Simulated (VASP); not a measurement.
Write the native input for VASP 6.6.1 that does the following.

```
Task                   : single point
Functional             : PBEsol
Potentials or basis    : VASP PAW PBE potentials, release 64 (C)
Cutoff                 : 520 eV
k mesh                 : 21 × 21 × 6
Occupations            : gaussian, width 0.1 eV
Spin                   : no spin polarisation
Dipole correction      : no
Further INCAR settings : ALGO = Normal; EDIFF = 1e-06; NBANDS = 16
```

The structure of C lies in POSCAR:

```
C
1.0
    1.2295674410     -2.1292049863      0.0000000000
    1.2295674410      2.1292049863      0.0000000000
    0.0000000000      0.0000000000      7.3371241015
C
4
Direct
    0.0833212923      0.9166787077      0.7500000000
    0.5833212923      0.4166787077      0.2500000000
    0.9166787077      0.0833212923      0.2500000000
    0.4166787077      0.5833212923      0.7500000000
```

One way to write it, as run:

INCAR

```
SYSTEM = C
  ALGO = Normal
  EDIFF = 1E-6
  ENCUT = 520
  GGA = PS
  ISIF = 2
  ISMEAR = 0
  LASPH = .TRUE.
  LCHARG = .TRUE.
  LELF = .TRUE.
  LREAL = .FALSE.
  LVHAR = .TRUE.
  LWAVE = .FALSE.
  NBANDS = 16
  NELM = 80
  PREC = Accurate
  SIGMA = 0.1
```

KPOINTS

```
k-points
0
G
  21 21 6
  0 0 0
```

Potentials or basis: VASP PAW PBE potentials, release 64 (C).

The run is started by

```console
$ cat potpaw_PBE.64/C/POTCAR > POTCAR
$ mpirun -np 1 vasp_std > vasp.out
```

It gave:

```yaml
Pressure: 0.6 GPa
Band_gap_on_the_k_mesh: zero (filled and empty bands touch)
```

Caveat: this functional lacks dispersion, which binds layers or chains, so the pressure and a relaxed spacing across them are unreliable; the PAW data sets were made with another functional, which shifts forces and pressure a little.

Run time: 5.4 min on 1 thread of Intel Xeon 8259CL (shared host), peak memory 0.31 GiB.
